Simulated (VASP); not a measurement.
# B (I4_1/amd) in VASP: relaxation of cell and atoms with BLYP

Aim: the relaxation of cell and atoms of B with BLYP.

All numbers are computed with VASP 6.6.1; they aren't measurements. Logs are shortened: lines on timing, memory, paths and dates and some standing lists are left out, and cuts for length are marked.

## Step 1: The cell of the first run

Symmetry: I4_1/amd, No. 141, tetragonal system. The conventional cell has a = 3.694 Å, b = 3.694 Å, c = 2.017 Å, α = 90.00°, β = 90.00°, γ = 90.00°. Within 2.5 Å of B (site symmetry -4m2) lie 10 B at 1.91 to 2.39 Å.

## Step 2: Relaxation of cell and atoms, BLYP

Contents of INCAR:

```
SYSTEM = B
  PREC = Accurate
  ENCUT = 600
  EDIFF = 1E-6
  ISMEAR = -1
  SIGMA = 0.1
  LREAL = .FALSE.
  LASPH = .TRUE.
  NELM = 80
  ALGO = Normal
  ISIF = 3
  LWAVE = .FALSE.
  LCHARG = .FALSE.
  GGA = B5
  ALDAX = 1.0
  AGGAX = 1.0
  AGGAC = 1.0
  ALDAC = 0.0
  IBRION = 2
  NSW = 80
  EDIFFG = -0.01
  ISYM = 0
```

Contents of KPOINTS:

```
Automatic mesh
0
G
  17 17 12
  0 0 0
```

Contents of POSCAR:

```
B
1.0
   -1.8471104345      1.8471104345      1.0085222972
    1.8471104345     -1.8471104345      1.0085222972
    1.8471104345      1.8471104345     -1.0085222972
B
2
Direct
    0.0000000000      0.0000000000      0.0000000000
    0.7500000000      0.2500000000      0.5000000000
```

Potentials or basis: VASP PAW PBE potentials, release 64 (B).

Started as:

```
$ cat potpaw_PBE.64/B/POTCAR > POTCAR
$ mpirun -np 1 vasp_std > vasp.out
```

OUTCAR:

```text
SYSTEM = B
   PREC = Accurate
   ENCUT = 600
   EDIFF = 1E-6
   ISMEAR = -1
   LREAL = .FALSE.
   LASPH = .TRUE.
   NELM = 80
   ISIF = 3
   GGA = B5
   IBRION = 2
   NSW = 80
   EDIFFG = -0.01
   ISYM = 0

 ion  position               nearest neighbor table
   1  0.000  0.000  0.000-   2 1.91   2 1.91   2 1.91   2 1.91
   2  0.750  0.250  0.500-   1 1.91   1 1.91   1 1.91   1 1.91

IMPORTANT INFORMATION: All symmetrisations will be switched off!
NOSYMM: (Re-)initialisation of all symmetry stuff for point group C_1.

----------------------------------------------------------------------------------------

                                     Primitive cell

  volume of cell :      13.7636

  direct lattice vectors                    reciprocal lattice vectors
    -1.847110435  1.847110435  1.008522297     0.000000000  0.270693073  0.495774859
     1.847110435 -1.847110435  1.008522297     0.270693073  0.000000000  0.495774859
     1.847110435  1.847110435 -1.008522297     0.270693073  0.270693073  0.000000000

  length of vectors
     2.800134129  2.800134129  2.800134129     0.564860559  0.564860559  0.382817815

  position of ions in fractional coordinates (direct lattice)
     0.000000000  0.000000000  0.000000000
     0.750000000  0.250000000  0.500000000

  ion indices of the primitive-cell ions
   primitive index   ion index
                 1           1
                 2           2

----------------------------------------------------------------------------------------

 KPOINTS: Automatic mesh

Automatic generation of k-mesh.
 Grid dimensions read from file:
 generate k-points for:   17   17   12

 Generating k-lattice:

  Cartesian coordinates                     Fractional coordinates (reciprocal lattice)
     0.000000000  0.015923122  0.029163227     0.058823529  0.000000000 -0.000000000
     0.015923122  0.000000000  0.029163227     0.000000000  0.058823529 -0.000000000
     0.022557756  0.022557756  0.000000000     0.000000000  0.000000000  0.083333333

  Length of vectors
     0.033227092  0.033227092  0.031901485

  Shift w.r.t. Gamma in fractional coordinates (k-lattice)
     0.000000000  0.000000000  0.000000000

 -----------------------------------------------------------------------------
|                                                                             |
|           W    W    AA    RRRRR   N    N  II  N    N   GGGG   !!!           |
|           W    W   A  A   R    R  NN   N  II  NN   N  G    G  !!!           |
|           W    W  A    A  R    R  N N  N  II  N N  N  G       !!!           |
|           W WW W  AAAAAA  RRRRR   N  N N  II  N  N N  G  GGG   !            |
|           WW  WW  A    A  R   R   N   NN  II  N   NN  G    G                |
|           W    W  A    A  R    R  N    N  II  N    N   GGGG   !!!           |
|                                                                             |
|     Your reciprocal lattice and k-lattice belong to different lattice       |
|     classes:                                                                |
|                                                                             |
|        The reciprocal lattice is body-centered tetragonal,                  |
|        whereas your k-lattice is base-centered monoclinic.                  |
|                                                                             |
|     Results are often still useful ...                                      |
|                                                                             |
 -----------------------------------------------------------------------------

 WARNING: IBZKPT: internal override: KBLOWUP is changed to .FALSE.
      ... skipping the blow-up phase ...

 Subroutine IBZKPT returns following result:
 ===========================================

 Found   1735 irreducible k-points:

 Following reciprocal coordinates:
            Coordinates               Weight
  0.000000  0.000000  0.000000      1.000000
  0.058824  0.000000  0.000000      2.000000
  0.117647  0.000000 -0.000000      2.000000
  0.176471  0.000000  0.000000      2.000000
  0.235294  0.000000 -0.000000      2.000000
  0.294118  0.000000  0.000000      2.000000
[... 16 lines left out ...]
 -0.235294  0.058824  0.000000      2.000000
 -0.176471  0.058824  0.000000      2.000000
 [... further k-points ...]
   k-points           NKPTS =   1735   k-points in BZ     NKDIM =   1735   number of bands    NBANDS=      7
   number of dos      NEDOS =    301   number of ions     NIONS =      2
   total plane-waves  NPLWV =  13824
   dimension x,y,z NGX =    24 NGY =   24 NGZ =   24
   dimension x,y,z NGXF=    48 NGYF=   48 NGZF=   48
   ions per type =               2
   NGX,Y,Z   is equivalent  to a cutoff of  14.25, 14.25, 14.25 a.u.
   NGXF,Y,Z  is equivalent  to a cutoff of  28.50, 28.50, 28.50 a.u.
 SYSTEM =  B
   PREC   = accura    normal or accurate (medium, high low for compatibility)
   ISTART =      0    job   : 0-new  1-cont  2-samecut
   ICHARG =      2    charge: 1-file 2-atom 10-const
   ISPIN  =      1    spin polarized calculation?
   LNONCOLLINEAR =      F non collinear calculations
   LSORBIT =      F    spin-orbit coupling
   LASPH  =      T    aspherical Exc in radial PAW
   ENCUT  =  600.0 eV  44.10 Ry    6.64 a.u.   5.59  5.59  5.59*2*pi/ulx,y,z
   NELM   =     80;   NELMIN=  2; NELMDL= -5     # of ELM steps
   EDIFF  = 0.1E-05   stopping-criterion for ELM
   LREAL  =      F    real-space projection
   EDIFFG = -.1E-01   stopping-criterion for IOM
   NSW    =     80    number of steps for IOM
   IBRION =      2    ionic relax: 0-MD 1-quasi-New 2-CG
   NFREE  =      1    steps in history (QN), initial steepest desc. (CG)
   ISIF   =      3    stress and relaxation
   ISYM   =      0    0-nonsym 1-usesym 2-fastsym
   POTIM  = 0.5000    time-step for ionic-motion
   TEBEG  =    0.0;   TEEND  =   0.0 temperature during run
   PSTRESS=    0.0 pullay stress
   NELECT =       6.0000    total number of electrons
   NUPDOWN=      -1.0000    fix difference up-down
   EMIN   =  10.00;   EMAX   =-10.00  energy-range for DOS
   EFERMI =   0.00;   METHOD = LEGACY
   ISMEAR =    -1;   SIGMA  =   0.10  broadening in eV -4-tet -1-fermi 0-gaus
   EFERMI_NEDOS =   21; number of points for ismear=-14 and -15
   IALGO  =     38    algorithm
   IMIX   =      4    mixing-type and parameters
     AMIX     =   0.40;   BMIX     =  1.00
     AMIX_MAG =   1.60;   BMIX_MAG =  1.00
  volume/ion in A,a.u.               =       6.88        46.44
  Fermi-wavevector in a.u.,A,eV,Ry     =   1.241314  2.345743 20.964665  1.540859
  Thomas-Fermi vector in A             =   2.375717
   LORBIT       =      0    0 simple, 1 ext, 2 COOP (PROOUT), +10 PAW based schemes
   GGA     = B5    functional components
   LHFCALC =     F    Hartree Fock is set to
   AEXX    =    0.0000 exact exchange contribution
   IVDW    =     0    specifies the selected vdW correction
   LEPSILON=     F    determine dielectric tensor
   LRPA    =     F    only Hartree local field effects (RPA)
 conjugate gradient relaxation of ions
 non-spin polarized calculation
  energy-cutoff  :      600.00
  volume of cell :       13.76
 maximum number of plane-waves:       476
   NGX = 11   NGY = 11   NGZ = 11

--------------------------------------- Ionic step        1  -------------------------------------------

 number of electron       6.0000000 magnetization

 Free energy of the ion-electron system (eV)
  ---------------------------------------------------
  ext. energy  EPLUGINS =         0.00000000
  ---------------------------------------------------
  free energy    TOTEN  =        -9.04093797 eV

  energy without entropy =       -9.01252194  energy(sigma->0) =       -9.02672995

------------------------ aborting loop because EDIFF is reached ----------------------------------------

  FORCE on cell =-STRESS in cart. coord.  units (eV):
  Direction    XX          YY          ZZ          XY          YZ          ZX
  --------------------------------------------------------------------------------------
  -------------------------------------------------------------------------------------
  Total        0.9334346      0.9334346     -0.8675060     -0.0116519      0.0148713      0.0148714
  in kB      108.6583843    108.6583934   -100.9838352     -1.3563594      1.7311230      1.7311367
  external PRESSURE =      38.7776475 kB  Pullay stress =       0.0000000 kB
[... 89 lines left out ...]
  FREE ENERGIE OF THE ION-ELECTRON SYSTEM (eV)
  ---------------------------------------------------
  free  energy   TOTEN  =        -9.3701546839 eV

  energy  without entropy=       -9.3508519508  energy(sigma->0) =       -9.36050332

 E-fermi :   5.5258     XC(G=0): -10.1214

 val. band max:        5.5255983783   @ k =  -0.4118   0.2941   0.2500
 cond. band min:       5.5705762112   @ k =  -0.1176   0.4118   0.5000
 fundamental gap:      0.0449778329
 Fermi energy:         5.5257591002

 k-point     1 :       0.0000    0.0000    0.0000
  band No.  band energies     occupation
      1     -10.3583      2.00000
      2       0.5526      2.00000
      3       0.5545      2.00000
      4       2.9064      2.00000
      5       8.6696      0.00000
      6      13.9464      0.00000
      7      18.9812      0.00000
[... 221 lines left out ...]
 k-point    24 :      -0.1765    0.0588    0.0000
  band No.  band energies     occupation
      1      -9.7642      2.00000
      2       0.2272      2.00000
      3       1.2900      2.00000
      4       4.5521      1.99988
      5       8.8863      0.00000
      6      14.2514      0.00000
      7      18.4810      0.00000

 [... further k-points ...]

[... ionic steps 4 to 53 ...]

--------------------------------------- Ionic step       54  -------------------------------------------

 number of electron       6.0000000 magnetization

------------------------ aborting loop because EDIFF is reached ----------------------------------------
[... 67 lines left out ...]
--------------------------------------- Ionic step       56  -------------------------------------------

 number of electron       6.0000000 magnetization

 Free energy of the ion-electron system (eV)
  ---------------------------------------------------
  ext. energy  EPLUGINS =         0.00000000
  ---------------------------------------------------
  free energy    TOTEN  =       -11.30999640 eV

  energy without entropy =      -11.29817734  energy(sigma->0) =      -11.30408687

 E-fermi :   4.3395     XC(G=0):  -9.4825

 val. band max:        4.3288063241   @ k =  -0.4118  -0.2353   0.1667
 cond. band min:       4.3545361198   @ k =  -0.2353   0.0588   0.0000
 fundamental gap:      0.0257297957
 Fermi energy:         4.3394575470

 k-point     1 :       0.0000    0.0000    0.0000
  band No.  band energies     occupation
      1     -11.2888      2.00000
      2      -1.4987      2.00000
      3      -0.8116      2.00000
      4       1.9697      2.00000
      5       6.9657      0.00000
      6      11.8126      0.00000
      7      15.3134      0.00000
[... 221 lines left out ...]
 k-point    24 :      -0.1765    0.0588    0.0000
  band No.  band energies     occupation
      1     -10.7014      2.00000
      2      -1.3078      2.00000
      3      -0.0402      2.00000
      4       3.2291      1.99997
      5       7.1798      0.00000
      6      12.3598      0.00000
      7      15.4445      0.00000

 [... further k-points ...]

------------------------ aborting loop because EDIFF is reached ----------------------------------------

  FORCE on cell =-STRESS in cart. coord.  units (eV):
  Direction    XX          YY          ZZ          XY          YZ          ZX
  --------------------------------------------------------------------------------------
  -------------------------------------------------------------------------------------
  Total        0.0068042      0.0067768     -0.0096778     -0.0026204     -0.0140038     -0.0140045
  in kB        0.5734058      0.5710988     -0.8155655     -0.2208306     -1.1801335     -1.1801909
  external PRESSURE =       0.1096464 kB  Pullay stress =       0.0000000 kB
[... 17 lines left out ...]
  FREE ENERGIE OF THE ION-ELECTRON SYSTEM (eV)
  ---------------------------------------------------
  free  energy   TOTEN  =       -11.3099964033 eV

  energy  without entropy=      -11.2981773355  energy(sigma->0) =      -11.30408687

 reached required accuracy - stopping structural energy minimisation
```

Wall time 37 min (1 thread of Intel Xeon Platinum 8488C (Sapphire Rapids), shared host); peak memory 0.29 GiB.

Results:

- Free energy: -11.3100 eV
- Relaxed volume: 9.51 Å³/atom
- Relaxed cell: a = 4.119 Å, b = 4.119 Å, c = 2.925 Å, α = 90.00°, β = 90.00°, γ = 157.47°
- Space group after relaxing (to 0.1 Å): Cmcm (No. 63)
- Pressure after relaxing: 0.0 GPa
- Largest force after relaxing: 0.006 eV/Å
- Band gap on the k mesh: zero (bands 3 and 4 overlap by 10.77 eV)

Forces on the atoms (eV/Å):
```
B   -0.004  0.004  0.000
B    0.004 -0.004  0.000
```

Final structure:
```yaml
crystal:
  lattice:
    - [-2.78602, 2.92670, 0.79837]
    - [2.92669, -2.78602, 0.79835]
    - [2.05248, 2.05248, -0.36095]
  atoms:
    - { symbol: B, position: [0.06899, 0.93101, 0.00000] }
    - { symbol: B, position: [0.68101, 0.31899, 0.50000] }
```

Levels at points of the mesh, in eV from the Fermi level:
| k point | band 1 | band 2 | band 3 | band 4 | band 5 | band 6 |
| --- | --- | --- | --- | --- | --- | --- |
| (0.00, 0.00, 0.00) | -15.63 | -5.84 | -5.15 | -2.37 | 2.63 | 7.47 |
| (0.00, 0.00, 0.50) | -12.35 | -12.35 | -3.22 | -3.22 | 4.95 | 4.95 |

Caveat: the volume moved by over 15 % at a fixed basis, so the end points are rough; the PAW data sets were made with another functional, which shifts forces and pressure a little.
